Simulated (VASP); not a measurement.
Here is a VASP 6.6.1 calculation.

Contents of INCAR:

```
PREC = Accurate
ENCUT = 520
EDIFF = 1E-6
ISMEAR = 0
SIGMA = 0.03
LREAL = False
LASPH = True
NELM = 80
ALGO = Normal
ISIF = 2
LWAVE = False
LCHARG = True
GGA = PE
LELF = True
LVHAR = True
NBANDS = 17
```

The input KPOINTS:

```
regular mesh
0
Gamma
  10 10 10
```

Contents of POSCAR:

```
SnTe
1.0
    0.0000000000      3.1565000000      3.2038475000
    3.1565000000      0.0000000000      3.2038475000
    3.1565000000      3.1565000000      0.0000000000
Sn Te
1 1
Direct
    0.0000000000      0.0000000000      0.0000000000
    0.5000000000      0.5000000000      0.5000000000
```

Potentials or basis: VASP PAW PBE potentials, release 64 (Sn_d, Te).

The run is started by

```console
$ cat potpaw_PBE.64/Sn_d/POTCAR potpaw_PBE.64/Te/POTCAR > POTCAR
$ mpirun -np 1 vasp_std > vasp.out
```

(1) Predict the pressure.

(2) What does it give for the band gap on the k mesh?

Answers

(1) 1.3 GPa.

(2) 0.05 eV, direct.

Caveat: the cell differs from its parent crystal (strain +0.000 along x and y, +0.015 along z); spin-orbit coupling is left out, which moves the levels of the heavy elements.
